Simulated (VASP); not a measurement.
# Pt (Fm-3m) in VASP: single point with r2SCAN+rVV10

Aim: the single point of Pt with r2SCAN+rVV10.

Program: VASP 6.6.1. These are calculated values, not measurements. Logs are shortened: lines on timing, memory, paths and dates and some standing lists are left out, and cuts for length are marked.

## 1. The cell of the first run

The structure is cubic, space group Fm-3m (No. 225). The conventional cell has a = 3.925 Å, b = 3.925 Å, c = 3.925 Å, α = 90.00°, β = 90.00°, γ = 90.00°. Pt (site symmetry m-3m) has 12 Pt at 2.78 Å within 3.7 Å.

## 2. Single point, r2SCAN+rVV10

POSCAR reads:

```
Pt
1.0
    0.0000000000      1.9623920491      1.9623920491
    1.9623920491      0.0000000000      1.9623920491
    1.9623920491      1.9623920491      0.0000000000
Pt
1
Direct
    0.0000000000      0.0000000000      0.0000000000
```

INCAR.step1 reads:

```
  PREC = Accurate
  ENCUT = 550
  ISMEAR = 0
  SIGMA = 0.1
  LREAL = F
  LASPH = T
  NELM = 120
  NBANDS = 11
  GGA = PE
  ALGO = Normal
  EDIFF = 1E-5
  LWAVE = T
  LCHARG = F
  GGA_COMPAT = F
```

INCAR.step2 reads:

```
  PREC = Accurate
  ENCUT = 550
  EDIFF = 1E-6
  ISMEAR = 0
  SIGMA = 0.1
  LREAL = F
  LASPH = T
  NELM = 120
  ALGO = Normal
  ISIF = 2
  LWAVE = F
  LCHARG = F
  METAGGA = R2SCAN
  LMIXTAU = T
  LUSE_VDW = T
  IVDW_NL = 2
  BPARAM = 11.95
  CPARAM = 0.0093
  NBANDS = 11
  ISTART = 1
  GGA_COMPAT = F
```

KPOINTS reads:

```
Automatic mesh
0
Gamma
  18 18 18
```

Potentials or basis: VASP PAW PBE potentials, release 64 (Pt).

Started as:

```sh
> cat potpaw_PBE.64/Pt/POTCAR > POTCAR
> cp INCAR.step1 INCAR
> mpirun -np 1 vasp_std > vasp.out
> cp INCAR.step2 INCAR
> mpirun -np 1 vasp_std > vasp.out
```

OUTCAR:

```text
PREC = Accurate
   ENCUT = 550
   EDIFF = 1E-6
   ISMEAR = 0
   LREAL = F
   LASPH = T
   NELM = 120
   ISIF = 2
   METAGGA = R2SCAN
   IVDW_NL = 2
   BPARAM = 11.95
   ISTART = 1

 ion  position               nearest neighbor table
   1  0.000  0.000  0.000-

  LATTYP: Found a face centered cubic cell.
 ALAT       =     3.9247840982

  Lattice vectors:

 A1 = (   0.0000000000,   1.9623920491,   1.9623920491)
 A2 = (   1.9623920491,   0.0000000000,   1.9623920491)
 A3 = (   1.9623920491,   1.9623920491,   0.0000000000)

Analysis of symmetry for initial positions (statically):
=====================================================================
 Subroutine PRICEL returns:
 Original cell was already a primitive cell.

 Routine SETGRP: Setting up the symmetry group for a
 face centered cubic supercell.

 Subroutine GETGRP returns: Found 48 space group operations
 (whereof 48 operations were pure point group operations)
 out of a pool of 48 trial point group operations.

The static configuration has the point symmetry O_h .

Analysis of symmetry for dynamics (positions and initial velocities):
=====================================================================
 Subroutine PRICEL returns:
 Original cell was already a primitive cell.

 Routine SETGRP: Setting up the symmetry group for a
 face centered cubic supercell.

 Subroutine GETGRP returns: Found 48 space group operations
 (whereof 48 operations were pure point group operations)
 out of a pool of 48 trial point group operations.

The dynamic configuration has the point symmetry O_h .

 Subroutine INISYM returns: Found 48 space group operations
 (whereof 48 operations are pure point group operations),
 and found     1 'primitive' translations

----------------------------------------------------------------------------------------

                                     Primitive cell

  volume of cell :      15.1143

  direct lattice vectors                    reciprocal lattice vectors
     0.000000000  1.962392049  1.962392049    -0.254791085  0.254791085  0.254791085
     1.962392049  0.000000000  1.962392049     0.254791085 -0.254791085  0.254791085
     1.962392049  1.962392049  0.000000000     0.254791085  0.254791085 -0.254791085

  length of vectors
     2.775241451  2.775241451  2.775241451     0.441311105  0.441311105  0.441311105

  position of ions in fractional coordinates (direct lattice)
     0.000000000  0.000000000  0.000000000

  ion indices of the primitive-cell ions
   primitive index   ion index
                 1           1

----------------------------------------------------------------------------------------

 KPOINTS: Automatic mesh

Automatic generation of k-mesh.
 Grid dimensions read from file:
 generate k-points for:   18   18   18

 Generating k-lattice:

  Cartesian coordinates                     Fractional coordinates (reciprocal lattice)
    -0.014155060  0.014155060  0.014155060     0.055555556  0.000000000  0.000000000
     0.014155060 -0.014155060  0.014155060     0.000000000  0.055555556  0.000000000
     0.014155060  0.014155060 -0.014155060     0.000000000  0.000000000  0.055555556

  Length of vectors
     0.024517284  0.024517284  0.024517284

  Shift w.r.t. Gamma in fractional coordinates (k-lattice)
     0.000000000  0.000000000  0.000000000

 Subroutine IBZKPT returns following result:
 ===========================================

 Found    195 irreducible k-points:

 Following reciprocal coordinates:
            Coordinates               Weight
  0.000000  0.000000  0.000000      1.000000
  0.055556  0.000000  0.000000      8.000000
  0.111111  0.000000  0.000000      8.000000
  0.166667  0.000000  0.000000      8.000000
  0.222222  0.000000  0.000000      8.000000
  0.277778  0.000000  0.000000      8.000000
[... 16 lines left out ...]
 -0.277778  0.055556  0.000000     24.000000
 -0.222222  0.055556  0.000000     24.000000
 [... further k-points ...]
   k-points           NKPTS =    195   k-points in BZ     NKDIM =    195   number of bands    NBANDS=     11
   number of dos      NEDOS =    301   number of ions     NIONS =      1
   total plane-waves  NPLWV =  13824
   dimension x,y,z NGX =    24 NGY =   24 NGZ =   24
   dimension x,y,z NGXF=    48 NGYF=   48 NGZF=   48
   ions per type =               1
   NGX,Y,Z   is equivalent  to a cutoff of  14.38, 14.38, 14.38 a.u.
   NGXF,Y,Z  is equivalent  to a cutoff of  28.75, 28.75, 28.75 a.u.
 SYSTEM =  unknown system
   PREC   = accura    normal or accurate (medium, high low for compatibility)
   ISTART =      1    job   : 0-new  1-cont  2-samecut
   ICHARG =      0    charge: 1-file 2-atom 10-const
   ISPIN  =      1    spin polarized calculation?
   LNONCOLLINEAR =      F non collinear calculations
   LSORBIT =      F    spin-orbit coupling
   LASPH  =      T    aspherical Exc in radial PAW
   ENCUT  =  550.0 eV  40.42 Ry    6.36 a.u.   5.31  5.31  5.31*2*pi/ulx,y,z
   NELM   =    120;   NELMIN=  2; NELMDL=  0     # of ELM steps
   EDIFF  = 0.1E-05   stopping-criterion for ELM
   LREAL  =      F    real-space projection
   EDIFFG = 0.1E-04   stopping-criterion for IOM
   NSW    =      0    number of steps for IOM
   IBRION =     -1    ionic relax: 0-MD 1-quasi-New 2-CG
   NFREE  =      0    steps in history (QN), initial steepest desc. (CG)
   ISIF   =      2    stress and relaxation
   ISYM   =      2    0-nonsym 1-usesym 2-fastsym
   POTIM  = 0.5000    time-step for ionic-motion
   TEBEG  =    0.0;   TEEND  =   0.0 temperature during run
   PSTRESS=    0.0 pullay stress
   NELECT =      10.0000    total number of electrons
   NUPDOWN=      -1.0000    fix difference up-down
   EMIN   =  10.00;   EMAX   =-10.00  energy-range for DOS
   EFERMI =   0.00;   METHOD = LEGACY
   ISMEAR =     0;   SIGMA  =   0.10  broadening in eV -4-tet -1-fermi 0-gaus
   EFERMI_NEDOS =   21; number of points for ismear=-14 and -15
   IALGO  =     38    algorithm
   IMIX   =      4    mixing-type and parameters
     AMIX     =   0.40;   BMIX     =  1.00
     AMIX_MAG =   1.60;   BMIX_MAG =  1.00
  volume/ion in A,a.u.               =      15.11       102.00
  Fermi-wavevector in a.u.,A,eV,Ry     =   1.426524  2.695739 27.687454  2.034970
  Thomas-Fermi vector in A             =   2.546792
   LORBIT       =      0    0 simple, 1 ext, 2 COOP (PROOUT), +10 PAW based schemes
   METAGGA = R2SCAN    functional components
   LHFCALC =     F    Hartree Fock is set to
   AEXX    =    0.0000 exact exchange contribution
   IVDW_NL    =     2    kernel type
   BPARAM     =11.9500
   IVDW    =     0    specifies the selected vdW correction
   LEPSILON=     F    determine dielectric tensor
   LRPA    =     F    only Hartree local field effects (RPA)
 non-spin polarized calculation
 Gauss-broadening in eV      SIGMA  =   0.10
  energy-cutoff  :      550.00
  volume of cell :       15.11
 maximum number of plane-waves:       459
 NGX is ok and might be reduce to    24
   NGX = 11   NGY = 11   NGZ = 11

 number of electron      10.0000000 magnetization

 Free energy of the ion-electron system (eV)
  ---------------------------------------------------
  ext. energy  EPLUGINS =         0.00000000
  ---------------------------------------------------
  free energy    TOTEN  =       -51.34818223 eV

  energy without entropy =      -51.33800909  energy(sigma->0) =      -51.34309566

 E-fermi :  10.9723     XC(G=0): -14.6454

 val. band max:       10.9541329713   @ k =  -0.4444   0.2778   0.0000
 cond. band min:      10.9723633184   @ k =   0.4444   0.1111   0.0000
 fundamental gap:      0.0182303471
 Fermi energy:        10.9722669499

 k-point     1 :       0.0000    0.0000    0.0000
  band No.  band energies     occupation
      1       0.4727      2.00000
      2       7.0634      2.00000
      3       7.0634      2.00000
      4       7.0634      2.00000
      5       9.2250      2.00000
      6       9.2250      2.00000
      7      26.4346      0.00000
      8      31.5910      0.00000
      9      31.5910      0.00000
     10      31.5910      0.00000
     11      37.4448      0.00000

 k-point     2 :       0.0556    0.0000    0.0000
  band No.  band energies     occupation
      1       0.6022      2.00000
      2       7.0055      2.00000
      3       7.1152      2.00000
      4       7.1152      2.00000
      5       9.1964      2.00000
      6       9.1964      2.00000
      7      26.6343      0.00000
      8      30.9197      0.00000
      9      31.7869      0.00000
     10      31.7869      0.00000
     11      38.1764      0.00000

 k-point     3 :       0.1111    0.0000    0.0000
  band No.  band energies     occupation
      1       0.9788      2.00000
      2       6.8571      2.00000
      3       7.2501      2.00000
      4       7.2501      2.00000
      5       9.1361      2.00000
      6       9.1361      2.00000
      7      27.1760      0.00000
      8      29.4823      0.00000
      9      32.3559      0.00000
     10      32.3559      0.00000
     11      38.8223      0.00000

 k-point     4 :       0.1667    0.0000    0.0000
  band No.  band energies     occupation
      1       1.5602      2.00000
      2       6.6934      2.00000
      3       7.3991      2.00000
      4       7.3991      2.00000
      5       9.1252      2.00000
      6       9.1252      2.00000
      7      27.7195      0.00000
      8      27.9517      0.00000
      9      33.2372      0.00000
     10      33.2372      0.00000
     11      37.1133      0.00000

 k-point     5 :       0.2222    0.0000    0.0000
  band No.  band energies     occupation
      1       2.2514      2.00000
      2       6.6447      2.00000
      3       7.4564      2.00000
      4       7.4564      2.00000
      5       9.2785      2.00000
      6       9.2785      2.00000
      7      25.9839      0.00000
      8      28.2788      0.00000
      9      34.2708      0.00000
     10      34.2708      0.00000
     11      35.8224      0.00000
[... 211 lines left out ...]
 k-point    21 :      -0.3889    0.0556    0.0000
  band No.  band energies     occupation
      1       3.5083      2.00000
      2       7.0004      2.00000
      3       7.1241      2.00000
      4       8.8389      2.00000
      5      10.4768      2.00000
      6      11.3033      0.00000
      7      19.0573      0.00000
      8      26.6260      0.00000
      9      30.7763      0.00000
     10      32.1226      0.00000
     11      38.6692      0.00000

 k-point    22 :      -0.3333    0.0556    0.0000
  band No.  band energies     occupation
      1       3.4318      2.00000
      2       7.1388      2.00000
      3       7.2514      2.00000
      4       7.7884      2.00000
      5       9.9818      2.00000
      6      10.7559      1.99779
      7      21.1573      0.00000
      8      27.1841      0.00000
      9      31.5382      0.00000
     10      33.6020      0.00000
     11      36.9613      0.00000

 k-point    23 :      -0.2778    0.0556    0.0000
  band No.  band energies     occupation
      1       3.1485      2.00000
      2       6.9248      2.00000
      3       7.3392      2.00000
      4       7.4068      2.00000
      5       9.4651      2.00000
      6      10.2222      2.00000
      7      23.3518      0.00000
      8      27.8875      0.00000
      9      32.4818      0.00000
     10      35.3297      0.00000
     11      35.4642      0.00000

 k-point    24 :      -0.2222    0.0556    0.0000
  band No.  band energies     occupation
      1       2.5879      2.00000
      2       6.5688      2.00000
      3       7.4555      2.00000
      4       7.5237      2.00000
      5       9.0502      2.00000
      6       9.7545      2.00000
      7      25.4176      0.00000
      8      28.3828      0.00000
      9      33.0118      0.00000
     10      34.5955      0.00000
     11      35.8141      0.00000

 [... further k-points ...]

------------------------ aborting loop because EDIFF is reached ----------------------------------------

  FORCE on cell =-STRESS in cart. coord.  units (eV):
  Direction    XX          YY          ZZ          XY          YZ          ZX
  --------------------------------------------------------------------------------------
  -------------------------------------------------------------------------------------
  Total        0.2008192      0.2008192      0.2008192      0.0000000      0.0000000     -0.0000000
  in kB       21.2876838     21.2876838     21.2876838      0.0000000      0.0000000     -0.0000000
  external PRESSURE =      21.2876838 kB  Pullay stress =       0.0000000 kB

 VOLUME and BASIS-vectors are now :
 -----------------------------------------------------------------------------
  energy-cutoff  :      550.00
  volume of cell :       15.11
      direct lattice vectors                 reciprocal lattice vectors
     0.000000000  1.962392049  1.962392049    -0.254791085  0.254791085  0.254791085
     1.962392049  0.000000000  1.962392049     0.254791085 -0.254791085  0.254791085
     1.962392049  1.962392049  0.000000000     0.254791085  0.254791085 -0.254791085

 POSITION                                       TOTAL-FORCE (eV/Angst)
 -----------------------------------------------------------------------------------
      0.00000      0.00000      0.00000         0.000000      0.000000      0.000000
 -----------------------------------------------------------------------------------
    total drift:                               -0.000000      0.000000     -0.000000

  FREE ENERGIE OF THE ION-ELECTRON SYSTEM (eV)
  ---------------------------------------------------
  free  energy   TOTEN  =       -51.3481822254 eV

  energy  without entropy=      -51.3380090941  energy(sigma->0) =      -51.34309566
```

Run time: 2.5 min. Hardware: 1 thread of Intel Xeon 8259CL, shared host; peak memory 0.24 GiB.

Results:

| Item | Value |
| --- | --- |
| Free energy | -51.3482 eV |
| Pressure | 2.1 GPa |
| Band gap on the k mesh | zero (band 5 reaches 11.50 eV, above the bottom of band 6 at 9.13 eV) |

Levels at points of the mesh, in eV from the Fermi level:
| k point | band 3 | band 4 | band 5 | band 6 | band 7 | band 8 |
| --- | --- | --- | --- | --- | --- | --- |
| (0.00, 0.00, 0.00) | -3.91 | -3.91 | -1.75 | -1.75 | 15.46 | 20.62 |
| (0.50, 0.00, 0.00) | -4.01 | -0.33 | 0.02 | 0.02 | 6.13 | 15.10 |
| (0.50, 0.50, 0.00) | -0.06 | 0.52 | 0.52 | 1.92 | 9.31 | 11.99 |

Caveat: the PAW data sets were made with another functional, which shifts forces and pressure a little; spin-orbit coupling is left out, which moves the levels of the heavy elements.
